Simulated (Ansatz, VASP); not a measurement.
# Sn: VASP beside Ansatz

```
CELL_PARAMETERS angstrom
0.00000 3.28358 3.28358
3.28358 0.00000 3.28358
3.28358 3.28358 0.00000
ATOMIC_POSITIONS crystal
Sn 0.50000 0.50000 0.50000
Sn 0.75000 0.75000 0.75000
```

Alike in both runs: functional r2SCAN; k mesh 12 × 12 × 12; occupations gaussian, width 0.1 eV; no spin polarisation.

Ansatz relaxed the structure, and its values are those at the end. VASP's run is a single point on that final structure, the one shown.

|  | VASP | Ansatz |
| --- | --- | --- |
| version | VASP 6.6.1 | Ansatz 0.2.0 |
| potentials or method | VASP PAW PBE potentials, release 64 (Sn_d), cutoff 520 eV | scalar-relativistic, plane waves, PAW |
| valence electrons in the cell | 28 | 28 |

```csv
,VASP,Ansatz,Ansatz less VASP
gap on the k mesh at the Fermi level (eV),none,none,-
pressure (GPa),-0.1,0.0,+0.08
```

VASP's potentials were made for PBE, not for r2SCAN. A gap of «none» marks a metal or a gap that the smearing closes. The functional is the same, so the differences come from potentials, cutoffs and numerics.
